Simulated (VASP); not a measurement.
# HfN (P1) in VASP: a series of runs, part 2 of 2

VASP 6.6.1. The steps go on from the part before.

**3. Single point, LDA+U**

File INCAR:

```
PREC = Accurate
ENCUT = 520
EDIFF = 1E-6
ISMEAR = 1
SIGMA = 0.1
LREAL = False
LASPH = True
NELM = 150
ALGO = Normal
ISIF = 2
LWAVE = False
LCHARG = True
LMAXMIX = 4
LDAU = True
LDAUTYPE = 2
LDAUL = 2 -1
LDAUU = 4.5 0
LDAUJ = 0 0
LDAUPRINT = 1
GGA = CA
LELF = True
LVHAR = True
NBANDS = 23
```

File KPOINTS:

```
regular mesh
0
Gamma
  9 9 5
```

File POSCAR:

```
HfN
1.0
    3.1339080219      0.0000000000      0.0000000000
   -1.5669540110      2.7140439601      0.0000000000
    0.0000000000      0.0000000000      5.4167677200
Hf N
2 2
Direct
    0.3336620000      0.6541600000      0.2504860000
    0.6614420000      0.3356560000      0.7499240000
    0.0076370000     -0.0035320000      0.4917730000
    0.0046040000      0.0022350000     -0.0066630000
```

Potentials or basis: VASP PAW LDA potentials, release 64 (Hf_pv, N).

Command:

```sh
cat potpaw_LDA.64/Hf_pv/POTCAR potpaw_LDA.64/N/POTCAR > POTCAR
mpirun -np 1 vasp_std > vasp.out
```

OUTCAR:

```text
PREC = Accurate
   ENCUT = 520
   EDIFF = 1E-6
   ISMEAR = 1
   LREAL = False
   LASPH = True
   NELM = 150
   ISIF = 2
   GGA = CA

 ion  position               nearest neighbor table
   1  0.334  0.654  0.250-   3 2.21   3 2.24   3 2.25   4 2.25   4 2.29   4 2.31   2 3.22   2 3.23
                             2 3.26   2 3.27   2 3.28   2 3.28
   2  0.661  0.336  0.750-   4 2.22   4 2.24   3 2.26   4 2.26   3 2.27   3 2.33   1 3.22   1 3.23
                             1 3.26   1 3.27   1 3.28   1 3.28
   3  0.008  0.996  0.492-   1 2.21   1 2.24   1 2.25   2 2.26   2 2.27   2 2.33
   4  0.005  0.002  0.993-   2 2.22   2 2.24   1 2.25   2 2.26   1 2.29   1 2.31

  LATTYP: Found a hexagonal cell.
 ALAT       =     3.1339080219
 C/A-ratio  =     1.7284386402

  Lattice vectors:

 A1 = (   3.1339080219,   0.0000000000,   0.0000000000)
 A2 = (  -1.5669540110,   2.7140439601,   0.0000000000)
 A3 = (   0.0000000000,   0.0000000000,   5.4167677200)

Analysis of symmetry for initial positions (statically):
=====================================================================
 Subroutine PRICEL returns:
 Original cell was already a primitive cell.

 Routine SETGRP: Setting up the symmetry group for a
 hexagonal supercell.

 Subroutine GETGRP returns: Found  1 space group operations
 (whereof  1 operations were pure point group operations)
 out of a pool of 24 trial point group operations.

The static configuration has the point symmetry C_1 .

Analysis of symmetry for dynamics (positions and initial velocities):
=====================================================================
 Subroutine PRICEL returns:
 Original cell was already a primitive cell.

[... 212 lines left out ...]
  o =  0.1670  v = -0.2044 -0.7443 -0.0423 -0.5891 -0.2354  0.0000  0.0000  0.0000  0.0000  0.0000      0.0000  0.0000  0.0000  0.0000  0.0000  0.0000  0.0000  0.0000  0.0000  0.0000
  o =  0.1670  v =  0.0000  0.0000  0.0000  0.0000  0.0000 -0.2044 -0.7443 -0.0423 -0.5891 -0.2354      0.0000  0.0000  0.0000  0.0000  0.0000  0.0000  0.0000  0.0000  0.0000  0.0000
  o =  0.1772  v = -0.5720 -0.2347 -0.0599  0.1961  0.7587  0.0000  0.0000  0.0000  0.0000  0.0000      0.0000  0.0000  0.0000  0.0000  0.0000  0.0000  0.0000  0.0000  0.0000  0.0000
  o =  0.1772  v =  0.0000  0.0000  0.0000  0.0000  0.0000 -0.5720 -0.2347 -0.0599  0.1961  0.7587      0.0000  0.0000  0.0000  0.0000  0.0000  0.0000  0.0000  0.0000  0.0000  0.0000
  o =  0.1843  v =  0.0000  0.0000  0.0000  0.0000  0.0000  0.7479 -0.1893  0.0747 -0.2564  0.5775      0.0000  0.0000  0.0000  0.0000  0.0000  0.0000  0.0000  0.0000  0.0000  0.0000
  o =  0.1843  v =  0.7479 -0.1893  0.0747 -0.2564  0.5775  0.0000  0.0000  0.0000  0.0000  0.0000      0.0000  0.0000  0.0000  0.0000  0.0000  0.0000  0.0000  0.0000  0.0000  0.0000

 number of electron      30.0000002 magnetization

 Free energy of the ion-electron system (eV)
  ---------------------------------------------------
  ext. energy  EPLUGINS =         0.00000000
  ---------------------------------------------------
  free energy    TOTEN  =       -41.04263038 eV

  energy without entropy =      -41.04226210  energy(sigma->0) =      -41.04250762

 E-fermi :   8.5443     XC(G=0): -12.9980

 val. band max:        8.5351161076   @ k =  -0.4444  -0.0000   0.4000
 cond. band min:       8.5497521822   @ k =  -0.1111   0.1111   0.0000
 fundamental gap:      0.0146360746
 Fermi energy:         8.5442657325

 k-point     1 :       0.0000    0.0000    0.0000
  band No.  band energies     occupation
      1     -24.0964      2.00000
      2     -23.2495      2.00000
      3     -23.1418      2.00000
      4     -23.1201      2.00000
      5     -23.0698      2.00000
      6     -23.0675      2.00000
[... 613 lines left out ...]
     22      15.1036      0.00000
     23      15.1562      0.00000

 [... further k-points ...]

------------------------ aborting loop because EDIFF is reached ----------------------------------------

  FORCE on cell =-STRESS in cart. coord.  units (eV):
  Direction    XX          YY          ZZ          XY          YZ          ZX
  --------------------------------------------------------------------------------------
  -------------------------------------------------------------------------------------
  Total        2.6577384      2.6906837      2.6893726     -0.0188630     -0.0168698     -0.0434814
  in kB       92.4228754     93.5685486     93.5229560     -0.6559620     -0.5866463     -1.5120644
  external PRESSURE =      93.1714600 kB  Pullay stress =       0.0000000 kB

 VOLUME and BASIS-vectors are now :
 -----------------------------------------------------------------------------
  energy-cutoff  :      520.00
  volume of cell :       46.07
      direct lattice vectors                 reciprocal lattice vectors
     3.133908022  0.000000000  0.000000000     0.319090411  0.184226935  0.000000000
    -1.566954011  2.714043960  0.000000000     0.000000000  0.368453870  0.000000000
     0.000000000  0.000000000  5.416767720     0.000000000  0.000000000  0.184611940

 POSITION                                       TOTAL-FORCE (eV/Angst)
 -----------------------------------------------------------------------------------
      0.02063      1.77542      1.35682        -0.011031      0.366499     -0.525417
      1.54694      0.91099      4.06216         0.430735     -0.082977     -0.438501
     -1.53749      2.70446      2.66382        -0.310491     -0.056083      0.577393
      0.01093      0.00607      5.38068        -0.109213     -0.227439      0.386524
 -----------------------------------------------------------------------------------
    total drift:                               -0.000177      0.000074     -0.000156

  FREE ENERGIE OF THE ION-ELECTRON SYSTEM (eV)
  ---------------------------------------------------
  free  energy   TOTEN  =       -41.0426303841 eV

  energy  without entropy=      -41.0422621032  energy(sigma->0) =      -41.04250762
```

Run time: 75 s. Hardware: 1 thread of Intel Xeon 6975P-C (Granite Rapids), shared host; peak memory 0.29 GiB.

Results:

| Quantity | Value |
| --- | --- |
| Free energy | -41.0426 eV |
| Pressure | 9.3 GPa |
| Largest force | 0.658 eV/Å |
| Band gap on the k mesh | zero (band 15 reaches 9.97 eV, above the bottom of band 16 at 8.43 eV) |

Forces in eV/Å, atoms in the order of the input:
```
Hf  -0.011  0.366 -0.525
Hf   0.431 -0.083 -0.439
N   -0.310 -0.056  0.577
N   -0.109 -0.227  0.387
```

Eigenvalues of the final occupation matrices:
| site | spin | trace | eigenvalues |
| --- | --- | --- | --- |
| site 1 d | 1 | 0.83 | 0.15 0.16 0.17 0.18 0.18 |
| site 1 d | 2 | 0.83 | 0.15 0.16 0.17 0.18 0.18 |
| site 2 d | 1 | 0.83 | 0.15 0.15 0.17 0.18 0.18 |
| site 2 d | 2 | 0.83 | 0.15 0.15 0.17 0.18 0.18 |

Caveat: spin-orbit coupling is left out, which moves the levels of the heavy elements; U without spin polarisation on a metal has little footing.
